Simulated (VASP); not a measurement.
# AlRu (Pm-3m) in VASP: further runs

The runs below take AlRu through relaxation of cell and atoms, with PBEsol.

All numbers are computed with VASP 6.6.1; they aren't measurements. Logs are shortened: lines on timing, memory, paths and dates and some standing lists are left out, and cuts for length are marked.

## (1) The cell of the first run

Symmetry: Pm-3m, No. 221, cubic system. Conventional cell: a = 2.977 Å, b = 2.977 Å, c = 2.977 Å, α = 90.00°, β = 90.00°, γ = 90.00°. Al (site symmetry m-3m) has 8 Ru at 2.58 Å and 6 Al at 2.98 Å within 3.4 Å. Ru (site symmetry m-3m) has 8 Al at 2.58 Å and 6 Ru at 2.98 Å within 3.4 Å.

## (2) Relaxation of cell and atoms, PBEsol, target pressure 4 GPa, at which the enthalpy is minimised

Input file INCAR:

```
PREC     = Accurate       # precision mode
ENCUT    = 600            # plane-wave cutoff, eV
EDIFF    = 1E-6           # SCF threshold, eV
ISMEAR   = -1             # smearing method
SIGMA    = 0.08           # smearing width, eV
LREAL    = False          # projectors in reciprocal space
LASPH    = True           # aspherical terms in the spheres
NELM     = 80             # most SCF steps
ALGO     = Normal         # electronic algorithm
ISIF     = 3              # what is computed and relaxed
LWAVE    = False          # write WAVECAR
LCHARG   = False          # write CHGCAR
GGA      = PS             # functional
IBRION   = 2              # ionic algorithm
NSW      = 100            # ionic steps
EDIFFG   = -0.002         # ionic threshold
PSTRESS  = 40.0
```

Input file KPOINTS:

```
Automatic mesh
0
Gamma
  16 16 16
```

Input file POSCAR:

```
AlRu
1.0
    2.9768317452      0.0000000000      0.0000000000
    0.0000000000      2.9768317452      0.0000000000
    0.0000000000      0.0000000000      2.9768317452
Al Ru
1 1
Direct
    0.0000000000      0.0000000000      0.0000000000
    0.5000000000      0.5000000000      0.5000000000
```

Potentials or basis: VASP PAW PBE potentials, release 64 (Al, Ru_pv).

Started as:

```bash
$ cat potpaw_PBE.64/Al/POTCAR potpaw_PBE.64/Ru_pv/POTCAR > POTCAR
$ mpirun -np 1 vasp_std > vasp.out
```

OUTCAR:

```text
PREC = Accurate
   ENCUT = 600
   EDIFF = 1E-6
   ISMEAR = -1
   LREAL = False
   LASPH = True
   NELM = 80
   ISIF = 3
   GGA = PS
   IBRION = 2
   NSW = 100
   EDIFFG = -0.002
   PSTRESS = 40.0

 ion  position               nearest neighbor table
   1  0.000  0.000  0.000-   2 2.58   2 2.58   2 2.58   2 2.58   2 2.58   2 2.58   2 2.58   2 2.58

   2  0.500  0.500  0.500-   1 2.58   1 2.58   1 2.58   1 2.58   1 2.58   1 2.58   1 2.58   1 2.58

  LATTYP: Found a simple cubic cell.
 ALAT       =     2.9768317452

  Lattice vectors:

 A1 = (   2.9768317452,   0.0000000000,   0.0000000000)
 A2 = (   0.0000000000,   2.9768317452,   0.0000000000)
 A3 = (   0.0000000000,   0.0000000000,   2.9768317452)

Analysis of symmetry for initial positions (statically):
=====================================================================
 Subroutine PRICEL returns:
 Original cell was already a primitive cell.

 Routine SETGRP: Setting up the symmetry group for a
 simple cubic supercell.

 Subroutine GETGRP returns: Found 48 space group operations
 (whereof 48 operations were pure point group operations)
 out of a pool of 48 trial point group operations.

The static configuration has the point symmetry O_h .

Analysis of symmetry for dynamics (positions and initial velocities):
=====================================================================
 Subroutine PRICEL returns:
 Original cell was already a primitive cell.

 Routine SETGRP: Setting up the symmetry group for a
 simple cubic supercell.

 Subroutine GETGRP returns: Found 48 space group operations
 (whereof 48 operations were pure point group operations)
 out of a pool of 48 trial point group operations.

The dynamic configuration has the point symmetry O_h .

 Subroutine INISYM returns: Found 48 space group operations
 (whereof 48 operations are pure point group operations),
 and found     1 'primitive' translations

----------------------------------------------------------------------------------------

                                     Primitive cell

  volume of cell :      26.3793

  direct lattice vectors                    reciprocal lattice vectors
     2.976831745  0.000000000  0.000000000     0.335927619  0.000000000  0.000000000
     0.000000000  2.976831745  0.000000000     0.000000000  0.335927619  0.000000000
     0.000000000  0.000000000  2.976831745     0.000000000  0.000000000  0.335927619

  length of vectors
     2.976831745  2.976831745  2.976831745     0.335927619  0.335927619  0.335927619

  position of ions in fractional coordinates (direct lattice)
     0.000000000  0.000000000  0.000000000
     0.500000000  0.500000000  0.500000000

  ion indices of the primitive-cell ions
   primitive index   ion index
                 1           1
                 2           2

----------------------------------------------------------------------------------------

 KPOINTS: Automatic mesh

Automatic generation of k-mesh.
 Grid dimensions read from file:
 generate k-points for:   16   16   16

 Generating k-lattice:

  Cartesian coordinates                     Fractional coordinates (reciprocal lattice)
     0.020995476  0.000000000  0.000000000     0.062500000  0.000000000  0.000000000
     0.000000000  0.020995476  0.000000000     0.000000000  0.062500000  0.000000000
     0.000000000  0.000000000  0.020995476     0.000000000  0.000000000  0.062500000

  Length of vectors
     0.020995476  0.020995476  0.020995476

  Shift w.r.t. Gamma in fractional coordinates (k-lattice)
     0.000000000  0.000000000  0.000000000

 Subroutine IBZKPT returns following result:
 ===========================================

 Found    165 irreducible k-points:

 Following reciprocal coordinates:
            Coordinates               Weight
  0.000000  0.000000  0.000000      1.000000
  0.062500  0.000000  0.000000      6.000000
  0.125000  0.000000  0.000000      6.000000
  0.187500  0.000000  0.000000      6.000000
  0.250000  0.000000  0.000000      6.000000
  0.312500  0.000000  0.000000      6.000000
[... 16 lines left out ...]
  0.437500  0.125000  0.000000     24.000000
  0.500000  0.125000  0.000000     12.000000
 [... further k-points ...]
   k-points           NKPTS =    165   k-points in BZ     NKDIM =    165   number of bands    NBANDS=     12
   number of dos      NEDOS =    301   number of ions     NIONS =      2
   total plane-waves  NPLWV =  13824
   dimension x,y,z NGX =    24 NGY =   24 NGZ =   24
   dimension x,y,z NGXF=    48 NGYF=   48 NGZF=   48
   ions per type =               1   1
   NGX,Y,Z   is equivalent  to a cutoff of  13.40, 13.40, 13.40 a.u.
   NGXF,Y,Z  is equivalent  to a cutoff of  26.81, 26.81, 26.81 a.u.
 SYSTEM =  unknown system
   PREC   = accura    normal or accurate (medium, high low for compatibility)
   ISTART =      0    job   : 0-new  1-cont  2-samecut
   ICHARG =      2    charge: 1-file 2-atom 10-const
   ISPIN  =      1    spin polarized calculation?
   LNONCOLLINEAR =      F non collinear calculations
   LSORBIT =      F    spin-orbit coupling
   LASPH  =      T    aspherical Exc in radial PAW
   ENCUT  =  600.0 eV  44.10 Ry    6.64 a.u.   5.95  5.95  5.95*2*pi/ulx,y,z
   NELM   =     80;   NELMIN=  2; NELMDL= -5     # of ELM steps
   EDIFF  = 0.1E-05   stopping-criterion for ELM
   LREAL  =      F    real-space projection
   EDIFFG = -.2E-02   stopping-criterion for IOM
   NSW    =    100    number of steps for IOM
   IBRION =      2    ionic relax: 0-MD 1-quasi-New 2-CG
   NFREE  =      1    steps in history (QN), initial steepest desc. (CG)
   ISIF   =      3    stress and relaxation
   ISYM   =      2    0-nonsym 1-usesym 2-fastsym
   POTIM  = 0.5000    time-step for ionic-motion
   TEBEG  =    0.0;   TEEND  =   0.0 temperature during run
   PSTRESS=   40.0 pullay stress
   NELECT =      17.0000    total number of electrons
   NUPDOWN=      -1.0000    fix difference up-down
   EMIN   =  10.00;   EMAX   =-10.00  energy-range for DOS
   EFERMI =   0.00;   METHOD = LEGACY
   ISMEAR =    -1;   SIGMA  =   0.08  broadening in eV -4-tet -1-fermi 0-gaus
   EFERMI_NEDOS =   21; number of points for ismear=-14 and -15
   IALGO  =     38    algorithm
   IMIX   =      4    mixing-type and parameters
     AMIX     =   0.40;   BMIX     =  1.00
     AMIX_MAG =   1.60;   BMIX_MAG =  1.00
  volume/ion in A,a.u.               =      13.19        89.01
  Fermi-wavevector in a.u.,A,eV,Ry     =   1.414068  2.672200 27.206037  1.999587
  Thomas-Fermi vector in A             =   2.535648
   LORBIT       =      0    0 simple, 1 ext, 2 COOP (PROOUT), +10 PAW based schemes
   GGA     = PS    functional components
   LHFCALC =     F    Hartree Fock is set to
   AEXX    =    0.0000 exact exchange contribution
   IVDW    =     0    specifies the selected vdW correction
   LEPSILON=     F    determine dielectric tensor
   LRPA    =     F    only Hartree local field effects (RPA)
 conjugate gradient relaxation of ions
 non-spin polarized calculation
  energy-cutoff  :      600.00
  volume of cell :       26.38
 maximum number of plane-waves:       912
 NGX is ok and might be reduce to    24
   NGX = 11   NGY = 11   NGZ = 11

--------------------------------------- Ionic step        1  -------------------------------------------

 number of electron      16.9999996 magnetization

 Free energy of the ion-electron system (eV)
  ---------------------------------------------------
  ext. energy  EPLUGINS =         0.00000000
  ---------------------------------------------------
  free energy    TOTEN  =       -15.53511456 eV

  energy without entropy =      -15.50131044  energy(sigma->0) =      -15.51821250

------------------------ aborting loop because EDIFF is reached ----------------------------------------

  FORCE on cell =-STRESS in cart. coord.  units (eV):
  Direction    XX          YY          ZZ          XY          YZ          ZX
  --------------------------------------------------------------------------------------
  -------------------------------------------------------------------------------------
  Total        0.0065023      0.0065023      0.0065023      0.0000000     -0.0000000      0.0000000
  in kB        0.3949256      0.3949256      0.3949256      0.0000000     -0.0000000      0.0000000
  external PRESSURE =     -39.6050744 kB  Pullay stress =      40.0000000 kB

 VOLUME and BASIS-vectors are now :
 -----------------------------------------------------------------------------
  energy-cutoff  :      600.00
  volume of cell :       26.38
      direct lattice vectors                 reciprocal lattice vectors
     2.976831745  0.000000000  0.000000000     0.335927619  0.000000000  0.000000000
     0.000000000  2.976831745  0.000000000     0.000000000  0.335927619  0.000000000
     0.000000000  0.000000000  2.976831745     0.000000000  0.000000000  0.335927619
[... 160 lines left out ...]
  FREE ENERGIE OF THE ION-ELECTRON SYSTEM (eV)
  ---------------------------------------------------
  free  energy   TOTEN  =       -15.5296343134 eV

  energy  without entropy=      -15.4965711494  energy(sigma->0) =      -15.51310273

  enthalpy is  TOTEN    =       -14.8822497996 eV   P V=        0.6473845138

--------------------------------------- Ionic step        6  -------------------------------------------

 number of electron      16.9999997 magnetization

 Free energy of the ion-electron system (eV)
  ---------------------------------------------------
  ext. energy  EPLUGINS =         0.00000000
  ---------------------------------------------------
  free energy    TOTEN  =       -15.52952338 eV

  energy without entropy =      -15.49646714  energy(sigma->0) =      -15.51299526

 E-fermi :  11.0785     XC(G=0): -12.8534

 val. band max:       11.0709617360   @ k =   0.4375   0.4375   0.1250
 cond. band min:      11.0810913508   @ k =   0.3750   0.1250   0.0625
 fundamental gap:      0.0101296147
 Fermi energy:        11.0785318051

 k-point     1 :       0.0000    0.0000    0.0000
  band No.  band energies     occupation
      1     -30.6621      2.00000
      2     -30.6621      2.00000
      3     -30.6621      2.00000
      4       1.1832      2.00000
      5       7.2864      2.00000
      6       7.2864      2.00000
      7      11.2593      0.18897
      8      11.2593      0.18897
      9      11.2593      0.18897
     10      17.2871      0.00000
     11      17.2871      0.00000
     12      17.2871      0.00000

 k-point     2 :       0.0625    0.0000    0.0000
  band No.  band energies     occupation
      1     -30.6713      2.00000
      2     -30.6614      2.00000
      3     -30.6614      2.00000
      4       1.2607      2.00000
      5       7.3141      2.00000
      6       7.3162      2.00000
      7      11.1586      0.53739
      8      11.1586      0.53738
      9      11.2692      0.16891
     10      16.9057      0.00000
     11      17.4448      0.00000
     12      17.4448      0.00000
[... 316 lines left out ...]
 k-point    24 :       0.5000    0.1250    0.0000
  band No.  band energies     occupation
      1     -30.8955      2.00000
      2     -30.6755      2.00000
      3     -30.6387      2.00000
      4       5.3668      2.00000
      5       5.4407      2.00000
      6       8.2991      2.00000
      7       9.3627      2.00000
      8       9.4499      2.00000
      9      11.2224      0.28425
     10      13.4336      0.00000
     11      18.6950      0.00000
     12      20.8199      0.00000

 [... further k-points ...]
[... 5 lines left out ...]
  --------------------------------------------------------------------------------------
  -------------------------------------------------------------------------------------
  Total        0.6443419      0.6443419      0.6443419     -0.0000000      0.0000000     -0.0000000
  in kB       39.8188680     39.8188680     39.8188680     -0.0000000      0.0000000     -0.0000000
  external PRESSURE =      -0.1811320 kB  Pullay stress =      40.0000000 kB

 VOLUME and BASIS-vectors are now :
 -----------------------------------------------------------------------------
  energy-cutoff  :      600.00
  volume of cell :       25.93
      direct lattice vectors                 reciprocal lattice vectors
     2.959688609 -0.000000000  0.000000000     0.337873382 -0.000000000  0.000000000
     0.000000000  2.959688609  0.000000000     0.000000000  0.337873382  0.000000000
    -0.000000000 -0.000000000  2.959688609    -0.000000000 -0.000000000  0.337873382

 POSITION                                       TOTAL-FORCE (eV/Angst)
 -----------------------------------------------------------------------------------
      0.00000      0.00000      0.00000         0.000000      0.000000      0.000000
      1.47984      1.47984      1.47984        -0.000000     -0.000000      0.000000
 -----------------------------------------------------------------------------------
    total drift:                                0.000000     -0.000000     -0.000000

  FREE ENERGIE OF THE ION-ELECTRON SYSTEM (eV)
  ---------------------------------------------------
  free  energy   TOTEN  =       -15.5295233773 eV

  energy  without entropy=      -15.4964671435  energy(sigma->0) =      -15.51299526

  enthalpy is  TOTEN    =       -14.8822504065 eV   P V=        0.6472729708

 reached required accuracy - stopping structural energy minimisation
```

Run time: 59 s. Hardware: 1 thread of Intel Xeon Platinum 8488C (Sapphire Rapids), shared host; peak memory 0.2 GiB.

What came out:

- Free energy: -15.5295 eV
- Relaxed volume: 12.96 Å³/atom
- Relaxed cell: a = 2.960 Å, b = 2.960 Å, c = 2.960 Å, α = 90.00°, β = 90.00°, γ = 90.00°
- Space group after relaxing (to 0.1 Å): Pm-3m (No. 221)
- Energy change on relaxing (the run minimises the enthalpy): +2.8 meV/atom
- Ionic steps: 6
- Pressure after relaxing: 4.0 GPa
- Band gap on the k mesh: zero (an odd number of electrons rules out a gap without spin polarisation)

The path:
```csv
step,energy change (eV),largest force (eV/Å),pressure (GPa),volume (Å³)
1,0.0000,0.0000,0.04,26.38
2,0.0428,0.0000,11.66,25.15
3,0.0055,0.0000,3.96,25.93
4,0.0058,0.0000,4.04,25.92
5,0.0055,0.0000,3.97,25.93
6,0.0056,0.0000,3.98,25.93
```

Final structure:
```yaml
crystal:
  lattice:
    - [2.95969, 0.00000, 0.00000]
    - [0.00000, 2.95969, 0.00000]
    - [0.00000, 0.00000, 2.95969]
  atoms:
    - { symbol: Al, position: [0.00000, 0.00000, 0.00000] }
    - { symbol: Ru, position: [0.50000, 0.50000, 0.50000] }
```

Caveat: the cell is relaxed towards a set pressure, so the run minimises the enthalpy, not the energy; the PAW data sets were made with another functional, which shifts forces and pressure a little.

## (3) Relaxation of cell and atoms, PBEsol, target pressure 7 GPa, at which the enthalpy is minimised

Input file INCAR:

```
ALGO = Normal ; EDIFF = 1E-6
EDIFFG = -0.002 ; ENCUT = 600
GGA = PS ; IBRION = 2
ISIF = 3 ; ISMEAR = -1
LASPH = True ; LCHARG = False
LREAL = False ; LWAVE = False
NELM = 60 ; NSW = 100
PREC = Accurate ; PSTRESS = 70.0
SIGMA = 0.08
```

Input file KPOINTS:

```
k-points
0
Gamma
  16 16 16
```

POSCAR is that of step 2.

Potentials or basis: VASP PAW PBE potentials, release 64 (Al, Ru_pv).

Started as:

```bash
$ cat potpaw_PBE.64/Al/POTCAR potpaw_PBE.64/Ru_pv/POTCAR > POTCAR
$ mpirun -np 1 vasp_std > vasp.out
```

Run time: 51 s. Hardware: 1 thread of Intel Xeon Platinum 8488C (Sapphire Rapids), shared host; peak memory 0.2 GiB.

It converged, with:

- Free energy: -15.5185 eV
- Relaxed volume: 12.80 Å³/atom
- Relaxed cell: a = 2.947 Å, b = 2.947 Å, c = 2.947 Å, α = 90.00°, β = 90.00°, γ = 90.00°
- Space group after relaxing (to 0.1 Å): Pm-3m (No. 221)
- Energy change on relaxing (the run minimises the enthalpy): +8.3 meV/atom
- Ionic steps: 4
- Pressure after relaxing: 7.0 GPa
- Band gap on the k mesh: zero (an odd number of electrons rules out a gap without spin polarisation)

Step by step:
| step | energy change (eV) | largest force (eV/Å) | pressure (GPa) | volume (Å³) |
| --- | --- | --- | --- | --- |
| 1 | 0.0000 | 0.0000 | 0.04 | 26.38 |
| 2 | 0.1374 | 0.0000 | 22.29 | 24.25 |
| 3 | 0.0159 | 0.0000 | 6.89 | 25.62 |
| 4 | 0.0166 | 0.0000 | 7.00 | 25.61 |

Final structure:
```
Al Ru
1.0
     2.94743    0.00000    0.00000
     0.00000    2.94743    0.00000
     0.00000    0.00000    2.94743
Al Ru
1 1
Direct
  0.00000 0.00000 0.00000
  0.50000 0.50000 0.50000
```

Levels at points of the mesh, in eV from the Fermi level:
| k point | band 6 | band 7 | band 8 | band 9 | band 10 | band 11 | band 12 |
| --- | --- | --- | --- | --- | --- | --- | --- |
| (0.00, 0.00, 0.00) | -3.86 | 0.18 | 0.18 | 0.18 | 6.27 | 6.27 | 6.27 |
| (0.50, 0.00, 0.00) | -3.01 | -1.72 | -1.72 | 0.46 | 2.43 | 7.40 | 11.21 |
| (0.50, 0.50, 0.00) | -1.42 | -1.42 | -1.27 | -1.27 | 1.62 | 5.56 | 6.73 |
| (0.50, 0.50, 0.50) | -4.91 | 1.72 | 1.72 | 2.86 | 4.19 | 4.19 | 4.19 |

Caveat: the cell is relaxed towards a set pressure, so the run minimises the enthalpy, not the energy; the PAW data sets were made with another functional, which shifts forces and pressure a little.
